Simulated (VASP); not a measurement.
# CaSe (I4/mmm) in VASP: notebook

The runs below take CaSe through single point, with LDA.

Program: VASP 6.6.1. These are calculated values, not measurements. Logs are shortened: lines on timing, memory, paths and dates and some standing lists are left out, and cuts for length are marked.

## Step 1: The cell of the first run

Symmetry: I4/mmm, No. 139, tetragonal system. The conventional cell has a = 4.541 Å, b = 4.541 Å, c = 5.010 Å, α = 90.00°, β = 90.00°, γ = 90.00°. Within 3.3 Å of Ca (site symmetry 4/mmm) lie 6 Se at 2.50 to 3.21 Å. Within 3.3 Å of Se (site symmetry 4/mmm) lie 6 Ca at 2.50 to 3.21 Å.

## Step 2: Single point, LDA

The input, INCAR:

```
ALGO = Normal
EDIFF = 1E-6
ENCUT = 520
ISIF = 2
ISMEAR = 0
LASPH = T
LCHARG = F
LREAL = F
LWAVE = F
NBANDS = 15
NELM = 80
PREC = Accurate
SIGMA = 0.05
```

The input, KPOINTS:

```
k-points
0
Gamma
  10 10 10
```

The input, POSCAR:

```
CaSe
1.0
    0.0000000000      3.2112409659      2.5047679534
    3.2112409659      0.0000000000      2.5047679534
    3.2112409659      3.2112409659      0.0000000000
Ca Se
1 1
Direct
    0.0000000000      0.0000000000      0.0000000000
    0.5000000000      0.5000000000      0.5000000000
```

Potentials or basis: VASP PAW LDA potentials, release 64 (Ca_sv, Se).

The run is started by

```bash
$ cat potpaw_LDA.64/Ca_sv/POTCAR potpaw_LDA.64/Se/POTCAR > POTCAR
$ mpirun -np 1 vasp_std > vasp.out
```

OUTCAR:

```text
EDIFF = 1E-6
   ENCUT = 520
   ISIF = 2
   ISMEAR = 0
   LASPH = T
   LREAL = F
   NELM = 80
   PREC = Accurate

 ion  position               nearest neighbor table
   1  0.000  0.000  0.000-   2 2.50   2 2.50
   2  0.500  0.500  0.500-   1 2.50   1 2.50

  LATTYP: Found a body centered tetragonal cell.
 ALAT       =     4.5413805260
 C/A-ratio  =     1.1030865787

  Lattice vectors:

 A1 = (   0.0000000000,  -3.2112409659,  -2.5047679534)
 A2 = (   0.0000000000,   3.2112409659,  -2.5047679534)
 A3 = (   3.2112409659,   0.0000000000,   2.5047679534)

Analysis of symmetry for initial positions (statically):
=====================================================================
 Subroutine PRICEL returns:
 Original cell was already a primitive cell.

 Routine SETGRP: Setting up the symmetry group for a
 body centered tetragonal supercell.

 Subroutine GETGRP returns: Found 16 space group operations
 (whereof 16 operations were pure point group operations)
 out of a pool of 16 trial point group operations.

The static configuration has the point symmetry D_4h.

Analysis of symmetry for dynamics (positions and initial velocities):
=====================================================================
 Subroutine PRICEL returns:
 Original cell was already a primitive cell.

 Routine SETGRP: Setting up the symmetry group for a
 body centered tetragonal supercell.

 Subroutine GETGRP returns: Found 16 space group operations
 (whereof 16 operations were pure point group operations)
 out of a pool of 16 trial point group operations.

The dynamic configuration has the point symmetry D_4h.

 Subroutine INISYM returns: Found 16 space group operations
 (whereof 16 operations are pure point group operations),
 and found     1 'primitive' translations

----------------------------------------------------------------------------------------

                                     Primitive cell

  volume of cell :      51.6587

  direct lattice vectors                    reciprocal lattice vectors
     0.000000000  3.211240966  2.504767953    -0.155703046  0.155703046  0.199619290
     3.211240966  0.000000000  2.504767953     0.155703046 -0.155703046  0.199619290
     3.211240966  3.211240966  0.000000000     0.155703046  0.155703046 -0.199619290

  length of vectors
     4.072582846  4.072582846  4.541380526     0.297211605  0.297211605  0.297211605

  position of ions in fractional coordinates (direct lattice)
     0.000000000  0.000000000  0.000000000
[... 88 lines left out ...]
   PSTRESS=    0.0 pullay stress
   NELECT =      16.0000    total number of electrons
   NUPDOWN=      -1.0000    fix difference up-down
   EMIN   =  10.00;   EMAX   =-10.00  energy-range for DOS
   EFERMI =   0.00;   METHOD = LEGACY
   ISMEAR =     0;   SIGMA  =   0.05  broadening in eV -4-tet -1-fermi 0-gaus
   EFERMI_NEDOS =   21; number of points for ismear=-14 and -15
   IALGO  =     38    algorithm
   IMIX   =      4    mixing-type and parameters
     AMIX     =   0.40;   BMIX     =  1.00
     AMIX_MAG =   1.60;   BMIX_MAG =  1.00
  volume/ion in A,a.u.               =      25.83       174.30
  Fermi-wavevector in a.u.,A,eV,Ry     =   1.107645  2.093145 16.692666  1.226876
  Thomas-Fermi vector in A             =   2.244161
   LORBIT       =      0    0 simple, 1 ext, 2 COOP (PROOUT), +10 PAW based schemes
   GGA     = CA    functional components
   LHFCALC =     F    Hartree Fock is set to
   AEXX    =    0.0000 exact exchange contribution
   IVDW    =     0    specifies the selected vdW correction
   LEPSILON=     F    determine dielectric tensor
   LRPA    =     F    only Hartree local field effects (RPA)
 non-spin polarized calculation
 Gauss-broadening in eV      SIGMA  =   0.05
  energy-cutoff  :      520.00
  volume of cell :       51.66
 maximum number of plane-waves:      1411
   NGX = 15   NGY = 15   NGZ = 17

 number of electron      15.9999999 magnetization

 Free energy of the ion-electron system (eV)
  ---------------------------------------------------
  ext. energy  EPLUGINS =         0.00000000
  ---------------------------------------------------
  free energy    TOTEN  =        -9.69898420 eV

  energy without entropy =       -9.69898420  energy(sigma->0) =       -9.69898420

 E-fermi :   2.9729     XC(G=0):  -9.4107

 val. band max:        2.6985566314   @ k =   0.0000   0.0000   0.0000
 cond. band min:       4.0801226520   @ k =   0.5000   0.5000   0.0000
 fundamental gap:      1.3815660206
 Fermi energy:         2.9729052366

 k-point     1 :       0.0000    0.0000    0.0000
  band No.  band energies     occupation
      1     -36.6542      2.00000
      2     -18.0955      2.00000
      3     -17.9713      2.00000
      4     -17.9713      2.00000
      5      -9.6341      2.00000
      6       2.2671      2.00000
      7       2.2671      2.00000
      8       2.6986      2.00000
      9       4.3279      0.00000
     10       5.5442      0.00000
     11       5.5442      0.00000
     12       6.0505      0.00000
     13       7.1140      0.00000
     14       8.6760      0.00000
[... 401 lines left out ...]
      2     -18.2156      2.00000
      3     -18.0230      2.00000
      4     -18.0224      2.00000
      5      -8.7697      2.00000
      6      -0.1517      2.00000
      7       0.8203      2.00000
      8       0.8611      2.00000
      9       4.7040      0.00000
     10       6.9102      0.00000
     11       7.5219      0.00000
     12       8.4497      0.00000
     13       8.4819      0.00000
     14      10.9246      0.00000
     15      11.8085      0.00000

 [... further k-points ...]

------------------------ aborting loop because EDIFF is reached ----------------------------------------

  FORCE on cell =-STRESS in cart. coord.  units (eV):
  Direction    XX          YY          ZZ          XY          YZ          ZX
  --------------------------------------------------------------------------------------
  -------------------------------------------------------------------------------------
  Total       -2.1889753     -2.1889753     10.7103553      0.0000000      0.0000000      0.0000000
  in kB      -67.8903661    -67.8903661    332.1782382      0.0000000      0.0000000      0.0000000
  external PRESSURE =      65.4658353 kB  Pullay stress =       0.0000000 kB

 VOLUME and BASIS-vectors are now :
 -----------------------------------------------------------------------------
  energy-cutoff  :      520.00
  volume of cell :       51.66
      direct lattice vectors                 reciprocal lattice vectors
     0.000000000  3.211240966  2.504767953    -0.155703046  0.155703046  0.199619290
     3.211240966  0.000000000  2.504767953     0.155703046 -0.155703046  0.199619290
     3.211240966  3.211240966  0.000000000     0.155703046  0.155703046 -0.199619290

 POSITION                                       TOTAL-FORCE (eV/Angst)
 -----------------------------------------------------------------------------------
      0.00000      0.00000      0.00000         0.000000     -0.000000     -0.000000
      3.21124      3.21124      2.50477        -0.000000      0.000000      0.000000
 -----------------------------------------------------------------------------------
    total drift:                               -0.000000      0.000000      0.000000

  FREE ENERGIE OF THE ION-ELECTRON SYSTEM (eV)
  ---------------------------------------------------
  free  energy   TOTEN  =        -9.6989841996 eV

  energy  without entropy=       -9.6989841996  energy(sigma->0) =       -9.69898420
```

OSZICAR:

```text
N       E                     dE             d eps       ncg     rms          rms(c)
DAV:   1     0.111279175630E+03    0.11128E+03   -0.75078E+03  3060   0.986E+02
DAV:   2    -0.522979652534E+01   -0.11651E+03   -0.10980E+03  3837   0.244E+02
DAV:   3    -0.989714900770E+01   -0.46674E+01   -0.46169E+01  4064   0.470E+01
DAV:   4    -0.101250838651E+02   -0.22793E+00   -0.22778E+00  4213   0.868E+00
DAV:   5    -0.101270247860E+02   -0.19409E-02   -0.19405E-02  4101   0.875E-01    0.456E+00
DAV:   6    -0.978308730508E+01    0.34394E+00   -0.34101E-01  3515   0.310E+00    0.269E+00
DAV:   7    -0.970090706556E+01    0.82180E-01   -0.18325E-01  3991   0.272E+00    0.894E-01
DAV:   8    -0.969906174265E+01    0.18453E-02   -0.12918E-02  3974   0.896E-01    0.108E-01
DAV:   9    -0.969896071473E+01    0.10103E-03   -0.72476E-04  3775   0.264E-01    0.493E-02
DAV:  10    -0.969898574065E+01   -0.25026E-04   -0.11336E-04  4049   0.662E-02    0.210E-02
DAV:  11    -0.969898425691E+01    0.14837E-05   -0.16513E-05  3585   0.373E-02    0.342E-03
DAV:  12    -0.969898419961E+01    0.57304E-07   -0.51653E-07  2316   0.648E-03
   1 F= -.96989842E+01 E0= -.96989842E+01  d E =-.237220E-17
```

stdout:

```text
POSCAR found type information on POSCAR CaSe
 POSCAR found :  2 types and       2 ions
 scaLAPACK will be used
 LDA part: xc-table for (Slater(with rela. corr.)+CA(PZ))
 , standard interpolation
 POSCAR, INCAR and KPOINTS ok, starting setup
 FFT: planning ... GRIDC
 FFT: planning ... GRID_SOFT
 FFT: planning ... GRID
 WAVECAR not read
 entering main loop
```

It took 27 s on 1 thread of Intel Xeon 6975P-C (Granite Rapids), shared host; peak memory 0.21 GiB.

What came out:

```yaml
Free_energy: -9.6990 eV
Pressure: 6.5 GPa
Band_gap_on_the_k_mesh: 1.38 eV (least direct gap 1.63 eV)
```

Stress tensor (GPa, compression positive):
```
-6.79  0.00  0.00
 0.00 -6.79  0.00
 0.00  0.00 33.22
```

Caveat: the stress differs along the axes, from -7 to 33 GPa. A k mesh can miss the band edges.

## Step 3: Single point, LDA

This run uses another cell than the first one, of the same volume but with other edges.

The input, INCAR:

```
  PREC = Accurate
  ENCUT = 520
  EDIFF = 1E-6
  ISMEAR = 0
  SIGMA = 0.05
  LREAL = False
  LASPH = True
  NELM = 100
  ALGO = Normal
  ISIF = 2
  LWAVE = False
  LCHARG = False
  GGA = CA
  NBANDS = 15
```

The input, KPOINTS:

```
Automatic mesh
0
Gamma
  10 10 10
```

The input, POSCAR:

```
CaSe
1.0
    0.0000000000      2.7084655268      3.5210051849
    2.7084655268      0.0000000000      3.5210051849
    2.7084655268      2.7084655268      0.0000000000
Ca Se
1 1
Direct
    0.0000000000      0.0000000000      0.0000000000
    0.5000000000      0.5000000000      0.5000000000
```

Potentials or basis: VASP PAW LDA potentials, release 64 (Ca_sv, Se).

The run is started by

```bash
$ cat potpaw_LDA.64/Ca_sv/POTCAR potpaw_LDA.64/Se/POTCAR > POTCAR
$ mpirun -np 1 vasp_std > vasp.out
```

OUTCAR:

```text
PREC = Accurate
   ENCUT = 520
   EDIFF = 1E-6
   ISMEAR = 0
   LREAL = False
   LASPH = True
   NELM = 100
   ISIF = 2
   GGA = CA

 ion  position               nearest neighbor table
   1  0.000  0.000  0.000-   2 2.71   2 2.71   2 2.71   2 2.71
   2  0.500  0.500  0.500-   1 2.71   1 2.71   1 2.71   1 2.71

  LATTYP: Found a body centered tetragonal cell.
 ALAT       =     3.8303486812
 C/A-ratio  =     1.8384776311

  Lattice vectors:

 A1 = (  -2.7084655268,   0.0000000000,   3.5210051849)
[... 618 lines left out ...]

------------------------ aborting loop because EDIFF is reached ----------------------------------------

  FORCE on cell =-STRESS in cart. coord.  units (eV):
  Direction    XX          YY          ZZ          XY          YZ          ZX
  --------------------------------------------------------------------------------------
  -------------------------------------------------------------------------------------
  Total        3.3184828      3.3184828     -2.3461741      0.0000000      0.0000000      0.0000000
  in kB      102.9216799    102.9216799    -72.7658387      0.0000000      0.0000000      0.0000000
  external PRESSURE =      44.3591737 kB  Pullay stress =       0.0000000 kB

 VOLUME and BASIS-vectors are now :
 -----------------------------------------------------------------------------
  energy-cutoff  :      520.00
  volume of cell :       51.66
      direct lattice vectors                 reciprocal lattice vectors
     0.000000000  2.708465527  3.521005185    -0.184606374  0.184606374  0.142004903
     2.708465527  0.000000000  3.521005185     0.184606374 -0.184606374  0.142004903
     2.708465527  2.708465527  0.000000000     0.184606374  0.184606374 -0.142004903

 POSITION                                       TOTAL-FORCE (eV/Angst)
 -----------------------------------------------------------------------------------
      0.00000      0.00000      0.00000         0.000000     -0.000000      0.000000
      2.70847      2.70847      3.52101        -0.000000      0.000000     -0.000000
 -----------------------------------------------------------------------------------
    total drift:                                0.000000      0.000000      0.000000

  FREE ENERGIE OF THE ION-ELECTRON SYSTEM (eV)
  ---------------------------------------------------
  free  energy   TOTEN  =       -10.0461218457 eV

  energy  without entropy=      -10.0461218457  energy(sigma->0) =      -10.04612185
```

stdout:

```text
POSCAR found type information on POSCAR CaSe
 POSCAR found :  2 types and       2 ions
 scaLAPACK will be used
 LDA part: xc-table for (Slater(with rela. corr.)+CA(PZ))
 , standard interpolation
 POSCAR, INCAR and KPOINTS ok, starting setup
 FFT: planning ... GRIDC
 FFT: planning ... GRID_SOFT
 FFT: planning ... GRID
 WAVECAR not read
 entering main loop
```

It took 24 s on 1 thread of Intel Xeon 6975P-C (Granite Rapids), shared host; peak memory 0.22 GiB.

What came out:

```yaml
Free_energy: -10.0461 eV
Pressure: 4.4 GPa
Band_gap_on_the_k_mesh: 1.75 eV (least direct gap 1.84 eV)
```

Levels at points of the mesh, in eV from the valence-band top:
```csv
k point,band 5,band 6,band 7,band 8,band 9,band 10,band 11,band 12
"(0.00, 0.00, 0.00)",-12.12,-0.42,0.00,0.00,1.84,2.44,4.17,4.17
"(0.50, 0.00, 0.00)",-11.21,-3.60,-1.65,-1.47,3.96,5.36,5.48,5.71
"(0.50, 0.50, 0.00)",-11.79,-2.97,-0.41,-0.41,1.75,4.71,5.68,5.70
"(0.50, 0.00, 0.50)",-11.46,-2.35,-1.56,-0.92,1.87,4.33,4.86,5.80
```

Caveat: the stress differs along the axes, from -7 to 10 GPa.
